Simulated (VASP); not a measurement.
Input of a VASP 6.6.1 run:

The input INCAR:

```
SYSTEM = C
PREC = Accurate
ENCUT = 520
EDIFF = 1E-7
ISMEAR = 0
SIGMA = 0.1
LREAL = .False.
LASPH = .True.
NELM = 80
ALGO = Normal
ISIF = 2
LWAVE = .False.
LCHARG = .False.
GGA = PE
NBANDS = 26
```

KPOINTS

```
Automatic mesh
0
Gamma
  10 10 10
  0 0 0
```

File POSCAR:

```
C
1.0
    3.8760997157      0.0000000000      0.0000000000
    0.0000000000      3.8760997157      0.0000000000
    0.0000000000      0.0000000000      3.8760997157
C
8
Direct
    0.5000000000      0.5000000000      0.5000000000
    0.0000000000      0.0000000000      0.0000000000
    0.2500000000      0.0000000000      0.5000000000
    0.5000000000      0.2500000000      0.0000000000
    0.5000000000      0.7500000000      0.0000000000
    0.7500000000      0.0000000000      0.5000000000
    0.0000000000      0.5000000000      0.7500000000
    0.0000000000      0.5000000000      0.2500000000
```

Potentials or basis: VASP PAW PBE potentials, release 64 (C).

The run is started by

```bash
$ cat potpaw_PBE.64/C/POTCAR > POTCAR
$ mpirun -np 1 vasp_std > vasp.out
```

**Question.** What does it give for the pressure?

**Answer.** 0.1 GPa.

**Question.** Predict the band gap on the k mesh.

**Answer.** Zero (band 16 reaches 9.17 eV, above the bottom of band 17 at 6.12 eV).
